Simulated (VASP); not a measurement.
# TaN (P-6m2) in VASP: further runs

The runs below take TaN through electric field gradients, with PBEsol.

All numbers are computed with VASP 6.6.1; they aren't measurements. Logs are shortened: lines on timing, memory, paths and dates and some standing lists are left out, and cuts for length are marked.

**1. The cell of the first run**

Symmetry: P-6m2, No. 187, hexagonal system. The conventional cell has a = 2.940 Å, b = 2.940 Å, c = 2.890 Å, α = 90.00°, β = 90.00°, γ = 120.00°. Within 3.0 Å of Ta (site symmetry -6m2) lie 6 N at 2.23 Å and 8 Ta at 2.89 to 2.94 Å. Within 3.0 Å of N (site symmetry -6m2) lie 6 Ta at 2.23 Å and 8 N at 2.89 to 2.94 Å.

**2. Electric field gradients, PBEsol**

INCAR reads:

```
PREC = Accurate
ENCUT = 520
EDIFF = 1E-8
ISMEAR = -1
SIGMA = 0.05
LREAL = False
LASPH = True
NELM = 120
ALGO = Normal
ISIF = 2
LWAVE = False
LCHARG = False
GGA = PS
LEFG = True
NBANDS = 16
GGA_COMPAT = False
```

KPOINTS reads:

```
Automatic mesh
0
Gamma
  13 13 11
```

POSCAR reads:

```
TaN
1.0
    2.9399421781      0.0000000000      0.0000000000
   -1.4699710891      2.5460646119      0.0000000000
    0.0000000000      0.0000000000      2.8901750800
Ta N
1 1
Direct
    0.0000000000      0.0000000000      0.5000000000
    0.6666666667      0.3333333333      0.0000000000
```

Potentials or basis: VASP PAW PBE potentials, release 64 (Ta_sv_GW, N).

Command:

```bash
$ cat potpaw_PBE.64/Ta_sv_GW/POTCAR potpaw_PBE.64/N/POTCAR > POTCAR
$ mpirun -np 1 vasp_std > vasp.out
```

OUTCAR:

```text
PREC = Accurate
   ENCUT = 520
   EDIFF = 1E-8
   ISMEAR = -1
   LREAL = False
   LASPH = True
   NELM = 120
   ISIF = 2
   GGA = PS

 ion  position               nearest neighbor table
   1  0.000  0.000  0.500-   2 2.23   2 2.23   2 2.23   2 2.23   2 2.23   2 2.23
   2  0.667  0.333  0.000-   1 2.23   1 2.23   1 2.23   1 2.23   1 2.23   1 2.23

  LATTYP: Found a hexagonal cell.
 ALAT       =     2.9399421781
 C/A-ratio  =     0.9830720827

  Lattice vectors:

 A1 = (   2.9399421781,   0.0000000000,   0.0000000000)
 A2 = (  -1.4699710891,   2.5460646119,   0.0000000000)
 A3 = (   0.0000000000,   0.0000000000,   2.8901750800)

Analysis of symmetry for initial positions (statically):
=====================================================================
 Subroutine PRICEL returns:
 Original cell was already a primitive cell.

 Routine SETGRP: Setting up the symmetry group for a
 hexagonal supercell.

 Subroutine GETGRP returns: Found 12 space group operations
 (whereof 12 operations were pure point group operations)
 out of a pool of 24 trial point group operations.

The static configuration has the point symmetry D_3h.

Analysis of symmetry for dynamics (positions and initial velocities):
=====================================================================
 Subroutine PRICEL returns:
 Original cell was already a primitive cell.

 Routine SETGRP: Setting up the symmetry group for a
 hexagonal supercell.

 Subroutine GETGRP returns: Found 12 space group operations
 (whereof 12 operations were pure point group operations)
 out of a pool of 24 trial point group operations.

The dynamic configuration has the point symmetry D_3h.

 Subroutine INISYM returns: Found 12 space group operations
 (whereof 12 operations are pure point group operations),
 and found     1 'primitive' translations

----------------------------------------------------------------------------------------

                                     Primitive cell

  volume of cell :      21.6338

  direct lattice vectors                    reciprocal lattice vectors
     2.939942178  0.000000000  0.000000000     0.340142744  0.196381505  0.000000000
    -1.469971089  2.546064612  0.000000000     0.000000000  0.392763010  0.000000000
     0.000000000  0.000000000  2.890175080     0.000000000  0.000000000  0.345999800

  length of vectors
     2.939942178  2.939942178  2.890175080     0.392763010  0.392763010  0.345999800

  position of ions in fractional coordinates (direct lattice)
     0.000000000  0.000000000  0.500000000
     0.666666667  0.333333333  0.000000000

  ion indices of the primitive-cell ions
   primitive index   ion index
                 1           1
                 2           2

----------------------------------------------------------------------------------------

 KPOINTS: Automatic mesh

Automatic generation of k-mesh.
 Grid dimensions read from file:
 generate k-points for:   13   13   11

 Generating k-lattice:

  Cartesian coordinates                     Fractional coordinates (reciprocal lattice)
     0.026164826  0.015106270  0.000000000     0.076923077  0.000000000  0.000000000
     0.000000000  0.030212539  0.000000000     0.000000000  0.076923077  0.000000000
     0.000000000  0.000000000  0.031454527     0.000000000  0.000000000  0.090909091

  Length of vectors
     0.030212539  0.030212539  0.031454527

  Shift w.r.t. Gamma in fractional coordinates (k-lattice)
     0.000000000  0.000000000  0.000000000

 Subroutine IBZKPT returns following result:
 ===========================================

 Found    126 irreducible k-points:

 Following reciprocal coordinates:
            Coordinates               Weight
  0.000000  0.000000  0.000000      1.000000
  0.076923  0.000000  0.000000      6.000000
  0.153846  0.000000  0.000000      6.000000
  0.230769  0.000000  0.000000      6.000000
  0.307692  0.000000  0.000000      6.000000
  0.384615  0.000000  0.000000      6.000000
[... 16 lines left out ...]
  0.076923  0.000000  0.090909     12.000000
  0.153846  0.000000  0.090909     12.000000
 [... further k-points ...]
   k-points           NKPTS =    126   k-points in BZ     NKDIM =    126   number of bands    NBANDS=     16
   number of dos      NEDOS =    301   number of ions     NIONS =      2
   total plane-waves  NPLWV =  13824
   dimension x,y,z NGX =    24 NGY =   24 NGZ =   24
   dimension x,y,z NGXF=    48 NGYF=   48 NGZF=   48
   ions per type =               1   1
   NGX,Y,Z   is equivalent  to a cutoff of  13.57, 13.57, 13.81 a.u.
   NGXF,Y,Z  is equivalent  to a cutoff of  27.14, 27.14, 27.61 a.u.
 SYSTEM =  unknown system
   PREC   = accura    normal or accurate (medium, high low for compatibility)
   ISTART =      0    job   : 0-new  1-cont  2-samecut
   ICHARG =      2    charge: 1-file 2-atom 10-const
   ISPIN  =      1    spin polarized calculation?
   LNONCOLLINEAR =      F non collinear calculations
   LSORBIT =      F    spin-orbit coupling
   LASPH  =      T    aspherical Exc in radial PAW
   ENCUT  =  520.0 eV  38.22 Ry    6.18 a.u.   5.47  5.47  5.37*2*pi/ulx,y,z
   NELM   =    120;   NELMIN=  2; NELMDL= -5     # of ELM steps
   EDIFF  = 0.1E-07   stopping-criterion for ELM
   LREAL  =      F    real-space projection
   EDIFFG = 0.1E-06   stopping-criterion for IOM
   NSW    =      0    number of steps for IOM
   IBRION =     -1    ionic relax: 0-MD 1-quasi-New 2-CG
   NFREE  =      0    steps in history (QN), initial steepest desc. (CG)
   ISIF   =      2    stress and relaxation
   ISYM   =      2    0-nonsym 1-usesym 2-fastsym
   POTIM  = 0.5000    time-step for ionic-motion
   TEBEG  =    0.0;   TEEND  =   0.0 temperature during run
   PSTRESS=    0.0 pullay stress
   NELECT =      18.0000    total number of electrons
   NUPDOWN=      -1.0000    fix difference up-down
   EMIN   =  10.00;   EMAX   =-10.00  energy-range for DOS
   EFERMI =   0.00;   METHOD = LEGACY
   ISMEAR =    -1;   SIGMA  =   0.05  broadening in eV -4-tet -1-fermi 0-gaus
   EFERMI_NEDOS =   21; number of points for ismear=-14 and -15
   IALGO  =     38    algorithm
   IMIX   =      4    mixing-type and parameters
     AMIX     =   0.40;   BMIX     =  1.00
     AMIX_MAG =   1.60;   BMIX_MAG =  1.00
  volume/ion in A,a.u.               =      10.82        73.00
  Fermi-wavevector in a.u.,A,eV,Ry     =   1.539767  2.909737 32.257794  2.370881
  Thomas-Fermi vector in A             =   2.645948
   LORBIT       =      0    0 simple, 1 ext, 2 COOP (PROOUT), +10 PAW based schemes
   GGA     = PS    functional components
   LHFCALC =     F    Hartree Fock is set to
   AEXX    =    0.0000 exact exchange contribution
   IVDW    =     0    specifies the selected vdW correction
   LEPSILON=     F    determine dielectric tensor
   LRPA    =     F    only Hartree local field effects (RPA)
 non-spin polarized calculation
  energy-cutoff  :      520.00
  volume of cell :       21.63
 maximum number of plane-waves:       611
 NGX is ok and might be reduce to    24
   NGX = 11   NGY = 11   NGZ = 11

 number of electron      17.9999999 magnetization

 Free energy of the ion-electron system (eV)
  ---------------------------------------------------
  ext. energy  EPLUGINS =         0.00000000
  ---------------------------------------------------
  free energy    TOTEN  =       -26.33117581 eV

  energy without entropy =      -26.33050712  energy(sigma->0) =      -26.33084146

 E-fermi :  12.2444     XC(G=0): -13.8455

 val. band max:       12.2401163456   @ k =   0.0000   0.0000   0.2727
 cond. band min:      12.3176191792   @ k =   0.0000   0.0000   0.3636
 fundamental gap:      0.0775028335
 Fermi energy:        12.2444051791

 k-point     1 :       0.0000    0.0000    0.0000
  band No.  band energies     occupation
      1     -56.2598      2.00000
      2     -22.5480      2.00000
      3     -22.2834      2.00000
      4     -22.2834      2.00000
      5      -5.4517      2.00000
      6       7.7018      2.00000
[... 8 lines left out ...]
     15      25.0561      0.00000
     16      28.2965      0.00000
[... 419 lines left out ...]
 k-point    24 :       0.1538    0.0000    0.0909
  band No.  band energies     occupation
      1     -56.2395      2.00000
      2     -22.5953      2.00000
      3     -22.5090      2.00000
      4     -22.3278      2.00000
      5      -4.8439      2.00000
      6       6.5998      2.00000
[... 8 lines left out ...]
     15      24.9667      0.00000
     16      29.0674      0.00000

 [... further k-points ...]

------------------------ aborting loop because EDIFF is reached ----------------------------------------

  FORCE on cell =-STRESS in cart. coord.  units (eV):
  Direction    XX          YY          ZZ          XY          YZ          ZX
  --------------------------------------------------------------------------------------
  -------------------------------------------------------------------------------------
  Total       -0.8087422     -0.8087422     -0.9963080      0.0000000     -0.0000000     -0.0000000
  in kB      -59.8946938    -59.8946938    -73.7856382      0.0000000     -0.0000000     -0.0000000
  external PRESSURE =     -64.5250086 kB  Pullay stress =       0.0000000 kB

 VOLUME and BASIS-vectors are now :
 -----------------------------------------------------------------------------
  energy-cutoff  :      520.00
  volume of cell :       21.63
      direct lattice vectors                 reciprocal lattice vectors
     2.939942178  0.000000000  0.000000000     0.340142744  0.196381505  0.000000000
    -1.469971089  2.546064612  0.000000000     0.000000000  0.392763010  0.000000000
     0.000000000  0.000000000  2.890175080     0.000000000  0.000000000  0.345999800

 POSITION                                       TOTAL-FORCE (eV/Angst)
 -----------------------------------------------------------------------------------
      0.00000      0.00000      1.44509         0.000000     -0.000000      0.000000
      1.46997      0.84869      0.00000        -0.000000      0.000000      0.000000
 -----------------------------------------------------------------------------------
    total drift:                               -0.000000      0.000000      0.000000

  FREE ENERGIE OF THE ION-ELECTRON SYSTEM (eV)
  ---------------------------------------------------
  free  energy   TOTEN  =       -26.3311758084 eV

  energy  without entropy=      -26.3305071216  energy(sigma->0) =      -26.33084146

 Electric field gradients (V/A^2)
---------------------------------------------------------------------
 ion       V_xx      V_yy      V_zz      V_xy      V_xz      V_yz
---------------------------------------------------------------------
   1     -17.914   -17.914    35.828     0.000    -0.000    -0.000
   2      -0.341    -0.340     0.681     0.001     0.000     0.000
---------------------------------------------------------------------

 Electric field gradients after diagonalization (V/A^2)
 (convention: |V_zz| > |V_xx| > |V_yy|)
----------------------------------------------------------------------
 ion       V_xx      V_yy      V_zz     asymmetry (V_yy - V_xx)/ V_zz
----------------------------------------------------------------------
   1     -17.914   -17.914    35.828       0.000
   2      -0.341    -0.339     0.681       0.003
----------------------------------------------------------------------

           NMR quadrupolar parameters

 Cq : quadrupolar parameter    Cq=e*Q*V_zz/h
 eta: asymmetry parameters     (V_yy - V_xx)/ V_zz
 Q  : nuclear electric quadrupole moment in mb (millibarn)
----------------------------------------------------------------------
 ion       Cq(MHz)       eta       Q (mb)
----------------------------------------------------------------------
   1       0.087       0.000       1.000
   2       0.002       0.003       1.000
----------------------------------------------------------------------
```

Run time: 16 s. Hardware: 1 thread of Intel Xeon 6975P-C (Granite Rapids), shared host; peak memory 0.18 GiB.

What came out:

| Quantity | Value |
| --- | --- |
| Free energy | -26.3312 eV |
| Pressure | -6.5 GPa |
| Band gap on the k mesh | zero (bands 9 and 10 overlap by 0.17 eV) |
| Largest electric field gradient by atom | Ta +35.8; N +0.7 V/Å² |

Electric field gradients, principal values (V/Å²):
```tsv
atom	least	middle	greatest (by size)
1 Ta	-17.914	-17.914	35.828
2 N	-0.339	-0.341	0.681
```

Caveat: the cell stands under tension; without QUAD_EFG the Cq values of the log hold for a quadrupole moment of 1 mb, not for the nuclei; the PAW data sets were made with another functional, which shifts forces and pressure a little; spin-orbit coupling is left out, which moves the levels of the heavy elements.

(Part 1 of 2 ends here.)

The gap in the log of VASP goes by the Fermi energy; the results here count the filled bands.